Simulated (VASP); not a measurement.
Write the native input for VASP 6.6.1 that does the following.

| Item | Value |
| --- | --- |
| Task | single point |
| Functional | PBEsol |
| Potentials or basis | VASP PAW PBE potentials, release 64 (Ta_pv, C) |
| Cutoff | 520 eV |
| k mesh | 18 × 18 × 8 |
| Occupations | gaussian, width 0.1 eV |
| Spin | no spin polarisation |
| Dipole correction | no |
| Further INCAR settings | ALGO = Normal; EDIFF = 1e-07; NBANDS = 20 |

The structure of Ta2C lies in POSCAR:

```
Ta2C
1.0
    3.0595343898      0.0000000000      0.0000000000
   -1.5297671949      2.6496345053      0.0000000000
    0.0000000000      0.0000000000      4.8667148162
Ta C
2 1
Direct
    0.3333333333      0.6666666667      0.2547852662
    0.6666666667      0.3333333333      0.7452147338
    0.0000000000      0.0000000000      0.0000000000
```

The input as run:

INCAR

```
ALGO = Normal
EDIFF = 1E-7
ENCUT = 520
GGA = PS
ISIF = 2
ISMEAR = 0
LASPH = T
LCHARG = F
LREAL = F
LWAVE = F
NBANDS = 20
NELM = 60
PREC = Accurate
SIGMA = 0.1
```

KPOINTS

```
k-points
0
Gamma
  18 18 8
```

Potentials or basis: VASP PAW PBE potentials, release 64 (Ta_pv, C).

Command:

```bash
$ cat potpaw_PBE.64/Ta_pv/POTCAR potpaw_PBE.64/C/POTCAR > POTCAR
$ mpirun -np 1 vasp_std > vasp.out
```

It gave:

* Pressure: 10.6 GPa
* Largest force: 0.051 eV/Å
* Band gap on the k mesh: zero (bands 13 and 14 overlap by 0.84 eV)

Caveat: the cell stands under pressure; the PAW data sets were made with another functional, which shifts forces and pressure a little; spin-orbit coupling is left out, which moves the levels of the heavy elements.

Wall time 2.1 min on 1 thread of AMD EPYC 7R13 Processor (Zen 3), with other jobs on the host, peak memory 0.27 GiB.
